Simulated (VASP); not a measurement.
Wanted: the native input for a VASP 6.6.1 run.

- Task: single point
- Functional: PBE
- Potentials or basis: VASP PAW PBE potentials, release 64 (W_sv, Au)
- Cutoff: 520 eV
- k mesh: 8 × 8 × 8
- Occupations: gaussian, width 0.027 eV
- Spin: no spin polarisation
- Dipole correction: no
- Further INCAR settings: ALGO = Normal; EDIFF = 1e-06; NBANDS = 20

The structure of WAu lies in POSCAR:

```
WAu
1.0
    0.0000000000      2.7479792600      2.7479792600
    2.7479792600      0.0000000000      2.7479792600
    2.7479792600      2.7479792600      0.0000000000
W Au
1 1
Direct
    0.0000000000      0.0000000000      0.0000000000
    0.7500000000      0.7500000000      0.7500000000
```

One way to write it, as run:

INCAR

```
SYSTEM = WAu
PREC     = Accurate       ! precision mode
ENCUT    = 520            ! plane-wave cutoff, eV
EDIFF    = 1E-6           ! SCF threshold, eV
ISMEAR   = 0              ! smearing method
SIGMA    = 0.027000000000000003 ! smearing width, eV
LREAL    = .False.        ! projectors in reciprocal space
LASPH    = .True.         ! aspherical terms in the spheres
NELM     = 100            ! most SCF steps
ALGO     = Normal         ! electronic algorithm
ISIF     = 2              ! what is computed and relaxed
LWAVE    = .False.        ! write WAVECAR
LCHARG   = .True.         ! write CHGCAR
GGA      = PE             ! functional
LELF     = .True.         ! ELF
LVHAR    = .True.       
NBANDS   = 20             ! bands
```

KPOINTS

```
regular mesh
0
Gamma
  8 8 8
  0 0 0
```

Potentials or basis: VASP PAW PBE potentials, release 64 (W_sv, Au).

Launch:

```bash
$ cat potpaw_PBE.64/W_sv/POTCAR potpaw_PBE.64/Au/POTCAR > POTCAR
$ mpirun -np 1 vasp_std > vasp.out
```

It gave:

| Property | Result |
| --- | --- |
| Pressure | 33.1 GPa |

Wall time 32 s on 1 thread of Intel Xeon 6975P-C, on a shared host, peak memory 0.18 GiB.
